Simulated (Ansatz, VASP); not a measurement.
# One calculation of Ir, two programs

```xyz
1
Lattice="-1.5441 1.5441 1.5441 1.5441 -1.5441 1.5441 1.5441 1.5441 -1.5441" Properties=species:S:1:pos:R:3 pbc="T T T"
Ir    0.0000    0.0000    0.0000
```

Alike in both runs: task single point; functional r2SCAN; k mesh 16 × 16 × 16; occupations fermi-dirac, width 0.1 eV; no spin polarisation.

```csv
,VASP,Ansatz
version,VASP 6.6.1,Ansatz 0.2.0
potentials or method,"VASP PAW PBE potentials, release 64 (Ir_sv_GW), cutoff 620 eV","plane waves (500 eV) with PAW, scalar-relativistic"
valence electrons in the cell,17,17
```

Ansatz gave:

| Quantity | Value |
| --- | --- |
| pressure (GPa) | 0.1 |

Question: What did VASP give for the same quantities?

Answer: Pressure (GPa): -0.7.

VASP's potentials were made for PBE, not for r2SCAN.

Neither program's run includes spin-orbit coupling.
